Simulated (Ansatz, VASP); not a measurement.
**ZrB in VASP and in Ansatz**

INCAR

```
ALGO = Normal
EDIFF = 1E-6
ENCUT = 520
GGA = PE
ISIF = 2
ISMEAR = 0
LASPH = True
LCHARG = False
LREAL = False
LWAVE = False
NBANDS = 14
NELM = 60
PREC = Accurate
SIGMA = 0.15
```

The input KPOINTS:

```
k-points
0
Gamma
  18 18 18
```

File POSCAR:

```
ZrB
1.0
    0.0000000000      2.2668750000      2.2668750000
    2.3250000000     -0.0581250000      2.3250000000
    2.3250000000      2.3250000000     -0.0581250000
Zr B
1 1
Direct
    0.0000000000      0.0000000000      0.0000000000
    0.5000000000      0.5000000000      0.5000000000
```

Input for Ansatz:

```yaml
crystal:
  lattice:
    - [0.0, 2.266875, 2.266875]
    - [2.325, -0.058125, 2.325]
    - [2.325, 2.325, -0.058125]
  atoms:
    - { symbol: Zr, position: [0.0, 0.0, 0.0] }
    - { symbol: B, position: [0.5, 0.5, 0.5] }
basis:
  ecutwfc: 420
kpoints:
  mp_grid: { grid: [18, 18, 18] }
hamiltonian:
  xc: pbe
scf:
  occupations: { method: gaussian, width: 0.15 }
output:
  forces: true
  stress: true
  eigenvalues: true
```

Change from the starting cell: strain -0.0500 x Voigt [0, 0, 0, 1, 0, 0], atoms carried along.

Alike in both runs: task single point; functional PBE; k mesh 18 × 18 × 18; occupations gaussian, width 0.15 eV; no spin polarisation.

```csv
,VASP,Ansatz
version,VASP 6.6.1,Ansatz 0.2.0
potentials or method,"VASP PAW PBE potentials, release 64 (Zr_sv, B), cutoff 520 eV","scalar-relativistic, plane waves, PAW"
valence electrons in the cell,15,15
```

VASP gave:

| Quantity | Value |
| --- | --- |
| gap on the k mesh at the Fermi level (eV) | none |
| pressure (GPa) | 35.1 |
| traceless stress, the component that is largest in VASP (GPa) | 2.97 |

Task: Estimate Ansatz's values.

Result: gap on the k mesh at the Fermi level (eV): none; pressure (GPa): 34.9; traceless stress, the component that is largest in VASP (GPa): 2.98.

A gap of «none» marks a metal or a gap that the smearing closes. Both programs put the cell under a high pressure, so it lies far from rest at this level.
